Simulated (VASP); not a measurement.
A run of VASP 6.6.1 is set up as follows.

POSCAR

```
InSe
1.0
    4.0203956407      0.0000000000      0.0000000000
   -2.0101978204      3.4817647581      0.0000000000
    0.0000000000      0.0000000000     16.8352962886
In Se
4 4
Direct
    0.0000000000      0.0000000000      0.5827254373
    0.0000000000      0.0000000000      0.4172745627
    0.3333333333      0.6666666667      0.9172742579
    0.3333333333      0.6666666667      0.0827257421
    0.6666666667      0.3333333333      0.8420143401
    0.6666666667      0.3333333333      0.1579856599
    0.3333333333      0.6666666667      0.6579484744
    0.3333333333      0.6666666667      0.3420515256
```

Contents of INCAR.step1:

```
SYSTEM = InSe
  PREC = Accurate
  ENCUT = 520
  ISMEAR = -1
  SIGMA = 0.02
  LREAL = .False.
  LASPH = .True.
  NELM = 80
  NBANDS = 48
  GGA = PE
  ALGO = Normal
  EDIFF = 1E-4
  LWAVE = .True.
  LCHARG = .False.
```

File INCAR.step2:

```
SYSTEM = InSe
  PREC = Accurate
  ENCUT = 520
  EDIFF = 1E-6
  ISMEAR = -1
  SIGMA = 0.02
  LREAL = .False.
  LASPH = .True.
  NELM = 80
  ALGO = Normal
  ISIF = 2
  LWAVE = .False.
  LCHARG = .False.
  METAGGA = R2SCAN
  LMIXTAU = .True.
  LUSE_VDW = .True.
  IVDW_NL = 2
  BPARAM = 11.95
  CPARAM = 0.0093
  NBANDS = 48
  ISTART = 1
```

KPOINTS

```
regular mesh
0
Gamma
  6 6 2
  0 0 0
```

Potentials or basis: VASP PAW PBE potentials, release 64 (In_d, Se).

Run with:

```console
$ cat potpaw_PBE.64/In_d/POTCAR potpaw_PBE.64/Se/POTCAR > POTCAR
$ cp INCAR.step1 INCAR
$ mpirun -np 1 vasp_std > vasp.out
$ cp INCAR.step2 INCAR
$ mpirun -np 1 vasp_std > vasp.out
```

Q: Predict the band gap on the k mesh.

A: 0.79 eV.

Q: Estimate the largest force.

A: 0.024 eV/Å.

Forces in eV/Å, atoms in the order of the input:
```
In   0.000  0.000 -0.015
In   0.000  0.000  0.015
In   0.000  0.000  0.015
In   0.000  0.000 -0.015
Se   0.000  0.000 -0.024
Se   0.000  0.000  0.024
Se   0.000  0.000  0.023
Se   0.000  0.000 -0.023
```

Caveat: the PAW data sets were made with another functional, which shifts forces and pressure a little; spin-orbit coupling is left out, which moves the levels of the heavy elements.
